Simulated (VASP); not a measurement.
# AlFe (Pm-3m) in VASP: single point with PBE

Aim: the single point of AlFe with PBE.

Everything below comes from runs of VASP 6.6.1. Logs are shortened: lines on timing, memory, paths and dates and some standing lists are left out, and cuts for length are marked.

## 1. The cell of the first run

It takes space group Pm-3m (No. 221, cubic). Conventional cell: a = 2.874 Å, b = 2.874 Å, c = 2.874 Å, α = 90.00°, β = 90.00°, γ = 90.00°. Al (site symmetry m-3m) has 8 Fe at 2.49 Å and 6 Al at 2.87 Å within 3.3 Å. Within 3.3 Å of Fe (site symmetry m-3m) lie 8 Al at 2.49 Å and 6 Fe at 2.87 Å.

## 2. Single point, PBE, collinear spin, ferromagnetic start

The input, POSCAR:

```
AlFe
1.0
    2.8742440879      0.0000000000      0.0000000000
    0.0000000000      2.8742440879      0.0000000000
    0.0000000000      0.0000000000      2.8742440879
Al Fe
1 1
Direct
    0.0000000000      0.0000000000      0.0000000000
    0.5000000000      0.5000000000      0.5000000000
```

The input, INCAR.step1:

```
PREC = Accurate
ENCUT = 520
EDIFF = 1E-6
ISMEAR = 0
SIGMA = 0.05
LREAL = F
LASPH = T
NELM = 200
ALGO = Normal
ISIF = 2
LWAVE = F
LCHARG = T
ISPIN = 2
MAGMOM = 0 0.79
LMAXMIX = 4
GGA = PE
NBANDS = 16
GGA_COMPAT = F
NEDOS = 2001
LORBIT = 11
```

The input, KPOINTS.step1:

```
Automatic mesh
0
Gamma
  16 16 16
```

The input, INCAR.step2:

```
PREC = Accurate
ENCUT = 520
EDIFF = 1E-6
ISMEAR = -5
SIGMA = 0.05
LREAL = F
LASPH = T
NELM = 200
ALGO = Normal
ISIF = 2
LWAVE = F
LCHARG = F
ISPIN = 2
MAGMOM = 0 0.79
LORBIT = 11
LMAXMIX = 4
GGA = PE
NBANDS = 16
NEDOS = 1001
ICHARG = 11
GGA_COMPAT = F
```

The input, KPOINTS.step2:

```
Automatic mesh
0
Gamma
  24 24 24
```

Potentials or basis: VASP PAW PBE potentials, release 64 (Al, Fe).

Run with:

```console
$ cat potpaw_PBE.64/Al/POTCAR potpaw_PBE.64/Fe/POTCAR > POTCAR
$ cp INCAR.step1 INCAR
$ cp KPOINTS.step1 KPOINTS
$ mpirun -np 1 vasp_std > vasp.out
$ cp INCAR.step2 INCAR
$ cp KPOINTS.step2 KPOINTS
$ mpirun -np 1 vasp_std > vasp.out
```

OUTCAR:

```text
PREC = Accurate
   ENCUT = 520
   EDIFF = 1E-6
   ISMEAR = -5
   LREAL = F
   LASPH = T
   NELM = 200
   ISIF = 2
   ISPIN = 2
   LORBIT = 11
   GGA = PE
   ICHARG = 11

 ion  position               nearest neighbor table
   1  0.000  0.000  0.000-   2 2.49   2 2.49   2 2.49   2 2.49   2 2.49   2 2.49   2 2.49   2 2.49

   2  0.500  0.500  0.500-   1 2.49   1 2.49   1 2.49   1 2.49   1 2.49   1 2.49   1 2.49   1 2.49

  LATTYP: Found a simple cubic cell.
 ALAT       =     2.8742440879

  Lattice vectors:

 A1 = (   2.8742440879,   0.0000000000,   0.0000000000)
 A2 = (   0.0000000000,   2.8742440879,   0.0000000000)
 A3 = (   0.0000000000,   0.0000000000,   2.8742440879)

Analysis of symmetry for initial positions (statically):
=====================================================================
 Subroutine PRICEL returns:
 Original cell was already a primitive cell.

 Routine SETGRP: Setting up the symmetry group for a
 simple cubic supercell.

 Subroutine GETGRP returns: Found 48 space group operations
 (whereof 48 operations were pure point group operations)
 out of a pool of 48 trial point group operations.

The static configuration has the point symmetry O_h .

Analysis of symmetry for dynamics (positions and initial velocities):
=====================================================================
 Subroutine PRICEL returns:
 Original cell was already a primitive cell.

 Routine SETGRP: Setting up the symmetry group for a
 simple cubic supercell.

 Subroutine GETGRP returns: Found 48 space group operations
 (whereof 48 operations were pure point group operations)
 out of a pool of 48 trial point group operations.

The dynamic configuration has the point symmetry O_h .

Analysis of structural, dynamic, and magnetic symmetry:
=====================================================================
 Subroutine PRICEL returns:
 Original cell was already a primitive cell.

 Routine SETGRP: Setting up the symmetry group for a
 simple cubic supercell.

 Subroutine GETGRP returns: Found 48 space group operations
 (whereof 48 operations were pure point group operations)
 out of a pool of 48 trial point group operations.

The overall configuration has the point symmetry O_h .

 Subroutine INISYM returns: Found 48 space group operations
 (whereof 48 operations are pure point group operations),
 and found     1 'primitive' translations

----------------------------------------------------------------------------------------

                                     Primitive cell

  volume of cell :      23.7449

  direct lattice vectors                    reciprocal lattice vectors
     2.874244088  0.000000000  0.000000000     0.347917564  0.000000000  0.000000000
     0.000000000  2.874244088  0.000000000     0.000000000  0.347917564  0.000000000
     0.000000000  0.000000000  2.874244088     0.000000000  0.000000000  0.347917564

  length of vectors
     2.874244088  2.874244088  2.874244088     0.347917564  0.347917564  0.347917564

  position of ions in fractional coordinates (direct lattice)
     0.000000000  0.000000000  0.000000000
     0.500000000  0.500000000  0.500000000

  ion indices of the primitive-cell ions
   primitive index   ion index
                 1           1
                 2           2

----------------------------------------------------------------------------------------

 KPOINTS: Automatic mesh

Automatic generation of k-mesh.
 Grid dimensions read from file:
 generate k-points for:   24   24   24

 Generating k-lattice:

  Cartesian coordinates                     Fractional coordinates (reciprocal lattice)
     0.014496565  0.000000000  0.000000000     0.041666667  0.000000000  0.000000000
     0.000000000  0.014496565  0.000000000     0.000000000  0.041666667  0.000000000
     0.000000000  0.000000000  0.014496565     0.000000000  0.000000000  0.041666667

  Length of vectors
     0.014496565  0.014496565  0.014496565

  Shift w.r.t. Gamma in fractional coordinates (k-lattice)
     0.000000000  0.000000000  0.000000000

 TETIRR: Found   6890 inequivalent tetrahedra from    82944

 Subroutine IBZKPT returns following result:
 ===========================================

 Found    455 irreducible k-points:

 Following reciprocal coordinates:
            Coordinates               Weight
  0.000000  0.000000  0.000000      1.000000
  0.041667  0.000000  0.000000      6.000000
  0.083333  0.000000  0.000000      6.000000
  0.125000  0.000000  0.000000      6.000000
  0.166667  0.000000  0.000000      6.000000
  0.208333  0.000000  0.000000      6.000000
[... 16 lines left out ...]
  0.416667  0.041667  0.000000     24.000000
  0.458333  0.041667  0.000000     24.000000
 [... further k-points ...]
   k-points           NKPTS =    455   k-points in BZ     NKDIM =    455   number of bands    NBANDS=     16
   number of dos      NEDOS =   1001   number of ions     NIONS =      2
   total plane-waves  NPLWV =  13824
   dimension x,y,z NGX =    24 NGY =   24 NGZ =   24
   dimension x,y,z NGXF=    48 NGYF=   48 NGZF=   48
   ions per type =               1   1
   NGX,Y,Z   is equivalent  to a cutoff of  13.88, 13.88, 13.88 a.u.
   NGXF,Y,Z  is equivalent  to a cutoff of  27.76, 27.76, 27.76 a.u.
 SYSTEM =  unknown system
   PREC   = accura    normal or accurate (medium, high low for compatibility)
   ISTART =      0    job   : 0-new  1-cont  2-samecut
   ICHARG =     11    charge: 1-file 2-atom 10-const
   ISPIN  =      2    spin polarized calculation?
   LNONCOLLINEAR =      F non collinear calculations
   LSORBIT =      F    spin-orbit coupling
   LASPH  =      T    aspherical Exc in radial PAW
   ENCUT  =  520.0 eV  38.22 Ry    6.18 a.u.   5.34  5.34  5.34*2*pi/ulx,y,z
   NELM   =    200;   NELMIN=  2; NELMDL=  0     # of ELM steps
   EDIFF  = 0.1E-05   stopping-criterion for ELM
   LREAL  =      F    real-space projection
   EDIFFG = 0.1E-04   stopping-criterion for IOM
   NSW    =      0    number of steps for IOM
   IBRION =     -1    ionic relax: 0-MD 1-quasi-New 2-CG
   NFREE  =      0    steps in history (QN), initial steepest desc. (CG)
   ISIF   =      2    stress and relaxation
   ISYM   =      2    0-nonsym 1-usesym 2-fastsym
   POTIM  = 0.5000    time-step for ionic-motion
   TEBEG  =    0.0;   TEEND  =   0.0 temperature during run
   PSTRESS=    0.0 pullay stress
   NELECT =      11.0000    total number of electrons
   NUPDOWN=      -1.0000    fix difference up-down
   EMIN   =  10.00;   EMAX   =-10.00  energy-range for DOS
   EFERMI =   0.00;   METHOD = LEGACY
   ISMEAR =    -5;   SIGMA  =   0.05  broadening in eV -4-tet -1-fermi 0-gaus
   EFERMI_NEDOS =   21; number of points for ismear=-14 and -15
   IALGO  =     38    algorithm
   IMIX   =      4    mixing-type and parameters
     AMIX     =   0.40;   BMIX     =  1.00
     AMIX_MAG =   1.60;   BMIX_MAG =  1.00
  volume/ion in A,a.u.               =      11.87        80.12
  Fermi-wavevector in a.u.,A,eV,Ry     =   1.266724  2.393762 21.831776  1.604590
  Thomas-Fermi vector in A             =   2.399910
   LORBIT       =     11    0 simple, 1 ext, 2 COOP (PROOUT), +10 PAW based schemes
   GGA     = PE    functional components
   LHFCALC =     F    Hartree Fock is set to
   AEXX    =    0.0000 exact exchange contribution
   IVDW    =     0    specifies the selected vdW correction
   LEPSILON=     F    determine dielectric tensor
   LRPA    =     F    only Hartree local field effects (RPA)
 spin polarized calculation
 Fermi weights with tetrahedron method with Bloechl corrections
  energy-cutoff  :      520.00
  volume of cell :       23.74
 maximum number of plane-waves:       658
 NGX is ok and might be reduce to    24

 number of electron      10.9999994 magnetization       0.6845830

 Free energy of the ion-electron system (eV)
  ---------------------------------------------------
  ext. energy  EPLUGINS =         0.00000000
  ---------------------------------------------------
  free energy    TOTEN  =       -12.64913296 eV

  energy without entropy =      -12.64913296  energy(sigma->0) =      -12.64913296

 E-fermi :   8.0185     XC(G=0): -12.1463

 val. band max:        8.0694781070   @ k =   0.4167   0.4167   0.4167
 cond. band min:       8.0109374542   @ k =   0.4167   0.3750   0.2917
 fundamental gap:     -0.0585406528
 Fermi energy:         8.0184964890

 spin component 1

 k-point     1 :       0.0000    0.0000    0.0000
  band No.  band energies     occupation
      1      -2.3915      1.00000
      2       5.5112      1.00000
      3       5.5112      1.00000
      4       7.6483      1.00000
      5       7.6483      1.00000
      6       7.6483      1.00000
[... 8 lines left out ...]
     15      29.8083      0.00000
     16      31.6726      0.00000

 k-point     2 :       0.0417    0.0000    0.0000
  band No.  band energies     occupation
      1      -2.3589      1.00000
      2       5.5092      1.00000
      3       5.5209      1.00000
      4       7.6286      1.00000
      5       7.6286      1.00000
      6       7.6504      1.00000
[... 8 lines left out ...]
     15      29.8060      0.00000
     16      31.1669      0.00000

 k-point     3 :       0.0833    0.0000    0.0000
  band No.  band energies     occupation
      1      -2.2612      1.00000
      2       5.4997      1.00000
      3       5.5495      1.00000
      4       7.5717      1.00000
      5       7.5717      1.00000
      6       7.6563      1.00000
[... 8 lines left out ...]
     15      29.7991      0.00000
     16      30.2364      0.00000
[... 362 lines left out ...]
 k-point    23 :       0.4167    0.0417    0.0000
  band No.  band energies     occupation
      1       0.7108      1.00000
      2       3.1925      1.00000
      3       6.0963      1.00000
      4       6.7457      1.00000
      5       6.7612      1.00000
      6       7.7446      1.00000
[... 8 lines left out ...]
     15      25.9247      0.00000
     16      29.4975      0.00000

 k-point    24 :       0.4583    0.0417    0.0000
  band No.  band energies     occupation
      1       1.2968      1.00000
      2       2.5665      1.00000
      3       6.1321      1.00000
      4       6.7060      1.00000
      5       6.7215      1.00000
      6       7.7508      1.00000
[... 8 lines left out ...]
     15      25.4402      0.00000
     16      29.5006      0.00000

 [... further k-points ...]

 spin component 2

 k-point     1 :       0.0000    0.0000    0.0000
  band No.  band energies     occupation
      1      -2.3858      1.00000
      2       5.8816      1.00000
      3       5.8816      1.00000
      4       8.4581      0.00000
      5       8.4581      0.00000
      6       8.4581      0.00000
[... 8 lines left out ...]
     15      29.8488      0.00000
     16      31.6530      0.00000

 k-point     2 :       0.0417    0.0000    0.0000
  band No.  band energies     occupation
      1      -2.3532      1.00000
      2       5.8767      1.00000
      3       5.8922      1.00000
      4       8.4352      0.00000
      5       8.4352      0.00000
      6       8.4603      0.00000
[... 8 lines left out ...]
     15      29.8453      0.00000
     16      31.1618      0.00000

 k-point     3 :       0.0833    0.0000    0.0000
  band No.  band energies     occupation
      1      -2.2556      1.00000
      2       5.8583      1.00000
      3       5.9234      1.00000
      4       8.3695      0.00000
      5       8.3695      0.00000
      6       8.4669      0.00000
[... 8 lines left out ...]
     15      29.8351      0.00000
     16      30.2490      0.00000
[... 362 lines left out ...]
 k-point    23 :       0.4167    0.0417    0.0000
  band No.  band energies     occupation
      1       0.7178      1.00000
      2       3.2504      1.00000
      3       6.5261      1.00000
      4       7.4454      1.00000
      5       7.4691      1.00000
      6       8.5646      0.00000
[... 8 lines left out ...]
     15      25.9786      0.00000
     16      29.4750      0.00000

 k-point    24 :       0.4583    0.0417    0.0000
  band No.  band energies     occupation
      1       1.3028      1.00000
      2       2.6120      1.00000
      3       6.5660      1.00000
      4       7.4026      1.00000
      5       7.4261      1.00000
      6       8.5715      0.00000
[... 8 lines left out ...]
     15      25.5149      0.00000
     16      29.4741      0.00000

 [... further k-points ...]

------------------------ aborting loop because EDIFF is reached ----------------------------------------

  FORCE on cell =-STRESS in cart. coord.  units (eV):
  Direction    XX          YY          ZZ          XY          YZ          ZX
  --------------------------------------------------------------------------------------
  -------------------------------------------------------------------------------------
  Total       -0.0456540     -0.0456540     -0.0456540     -0.0000000     -0.0000000     -0.0000000
  in kB       -3.0804783     -3.0804783     -3.0804783     -0.0000000     -0.0000000     -0.0000000
  external PRESSURE =      -3.0804783 kB  Pullay stress =       0.0000000 kB

 VOLUME and BASIS-vectors are now :
 -----------------------------------------------------------------------------
  energy-cutoff  :      520.00
  volume of cell :       23.74
      direct lattice vectors                 reciprocal lattice vectors
     2.874244088  0.000000000  0.000000000     0.347917564  0.000000000  0.000000000
     0.000000000  2.874244088  0.000000000     0.000000000  0.347917564  0.000000000
     0.000000000  0.000000000  2.874244088     0.000000000  0.000000000  0.347917564

 POSITION                                       TOTAL-FORCE (eV/Angst)
 -----------------------------------------------------------------------------------
      0.00000      0.00000      0.00000         0.000000      0.000000      0.000000
      1.43712      1.43712      1.43712         0.000000      0.000000      0.000000
 -----------------------------------------------------------------------------------
    total drift:                                0.000000     -0.000000     -0.000000

  FREE ENERGIE OF THE ION-ELECTRON SYSTEM (eV)
  ---------------------------------------------------
  free  energy   TOTEN  =       -12.6491329635 eV

  energy  without entropy=      -12.6491329635  energy(sigma->0) =      -12.64913296

 total charge

# of ion       s       p       d       tot
------------------------------------------
    1        0.400   0.437   0.000   0.837
    2        0.431   0.502   6.484   7.417
--------------------------------------------------
tot          0.831   0.939   6.484   8.253

 magnetization (x)

# of ion       s       p       d       tot
------------------------------------------
    1       -0.008  -0.016   0.000  -0.023
    2        0.000   0.008   0.725   0.733
--------------------------------------------------
tot         -0.008  -0.007   0.725   0.710
```

It took 2.6 min on 1 thread of Intel Xeon Platinum 8559C (Emerald Rapids), shared host; peak memory 0.38 GiB.

What came out:

| Quantity | Value |
| --- | --- |
| Net moment | 0.68 μB per cell |
| Site moments | Al -0.02; Fe +0.73 μB |
| Valence electrons inside the program's atomic spheres | Al 0.84; Fe 7.42 |

Levels at points of the mesh, in eV from the Fermi level:
Spin up:
| k point | band 2 | band 3 | band 4 | band 5 | band 6 | band 7 | band 8 | band 9 | band 10 | band 11 |
| --- | --- | --- | --- | --- | --- | --- | --- | --- | --- | --- |
| (0.00, 0.00, 0.00) | -2.51 | -2.51 | -0.37 | -0.37 | -0.37 | 6.36 | 6.36 | 6.36 | 9.32 | 9.32 |
| (0.50, 0.00, 0.00) | -6.02 | -1.88 | -1.31 | -1.31 | -0.25 | 0.90 | 8.72 | 11.06 | 11.06 | 11.96 |
| (0.50, 0.50, 0.00) | -2.53 | -2.11 | -2.11 | -1.08 | -1.08 | 0.45 | 3.24 | 4.04 | 12.85 | 16.09 |
| (0.50, 0.50, 0.50) | -3.61 | -3.61 | 0.49 | 0.49 | 2.97 | 2.97 | 2.97 | 4.28 | 5.92 | 5.92 |
Spin down:
```tsv
k point	band 3	band 4	band 5	band 6	band 7	band 8
(0.00, 0.00, 0.00)	-2.14	0.44	0.44	0.44	6.39	6.39
(0.50, 0.00, 0.00)	-1.45	-0.61	-0.61	0.57	1.40	8.61
(0.50, 0.50, 0.00)	-2.12	-2.12	-0.34	-0.34	1.00	3.59
(0.50, 0.50, 0.50)	-3.22	1.04	1.04	3.04	3.04	3.04
```

Caveat: tetrahedron occupations give inexact forces and stress in metals.
